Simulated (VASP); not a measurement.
Wanted: the native input for a VASP 6.6.1 run.

* Task: single point
* Functional: r2SCAN
* Dispersion: rVV10
* Potentials or basis: VASP PAW PBE potentials, release 64 (Ag, Hg, F)
* Cutoff: 520 eV
* k mesh: 6 × 6 × 6
* Occupations: fermi-dirac, width 0.03 eV
* Spin: no spin polarisation
* Dipole correction: no
* Further INCAR settings: ALGO = Normal; EDIFF = 1e-07; NBANDS = 30

AgHgF3:

```
Ag Hg F
1.0
     4.43359    0.00000    0.00000
     0.00000    4.43359    0.00000
     0.00000    0.00000    4.43359
Ag Hg F
1 1 3
Direct
  0.00000 0.00000 0.00000
  0.50000 0.50000 0.50000
  0.00000 0.50000 0.50000
  0.50000 0.00000 0.50000
  0.50000 0.50000 0.00000
```

The input as run:

POSCAR

```
AgHgF3
1.0
    4.4335868959      0.0000000000      0.0000000000
    0.0000000000      4.4335868959      0.0000000000
    0.0000000000      0.0000000000      4.4335868959
Ag Hg F
1 1 3
Direct
    0.0000000000      0.0000000000      0.0000000000
    0.5000000000      0.5000000000      0.5000000000
    0.0000000000      0.5000000000      0.5000000000
    0.5000000000      0.0000000000      0.5000000000
    0.5000000000      0.5000000000      0.0000000000
```

INCAR.step1

```
SYSTEM = AgHgF3
  PREC = Accurate
  ENCUT = 520
  ISMEAR = -1
  SIGMA = 0.03
  LREAL = .FALSE.
  LASPH = .TRUE.
  NELM = 60
  NBANDS = 30
  GGA = PE
  ALGO = Normal
  EDIFF = 1E-4
  LWAVE = .TRUE.
  LCHARG = .FALSE.
```

INCAR.step2

```
SYSTEM = AgHgF3
  PREC = Accurate
  ENCUT = 520
  EDIFF = 1E-7
  ISMEAR = -1
  SIGMA = 0.03
  LREAL = .FALSE.
  LASPH = .TRUE.
  NELM = 60
  ALGO = Normal
  ISIF = 2
  LWAVE = .FALSE.
  LCHARG = .FALSE.
  METAGGA = R2SCAN
  LMIXTAU = .TRUE.
  LUSE_VDW = .TRUE.
  IVDW_NL = 2
  BPARAM = 11.95
  CPARAM = 0.0093
  NBANDS = 30
  ISTART = 1
```

KPOINTS

```
regular mesh
0
G
  6 6 6
  0 0 0
```

Potentials or basis: VASP PAW PBE potentials, release 64 (Ag, Hg, F).

The run is started by

```console
$ cat potpaw_PBE.64/Ag/POTCAR potpaw_PBE.64/Hg/POTCAR potpaw_PBE.64/F/POTCAR > POTCAR
$ cp INCAR.step1 INCAR
$ mpirun -np 1 vasp_std > vasp.out
$ cp INCAR.step2 INCAR
$ mpirun -np 1 vasp_std > vasp.out
```

It gave:

The pressure is 0.8 GPa and the band gap on the k mesh is zero (bands 22 and 23 overlap by 0.34 eV).

Caveat: the PAW data sets were made with another functional, which shifts forces and pressure a little; spin-orbit coupling is left out, which moves the levels of the heavy elements.

It took 5.7 min on 1 thread of Oxide Virtual Turin-like Processor, on a shared host, peak memory 0.39 GiB.
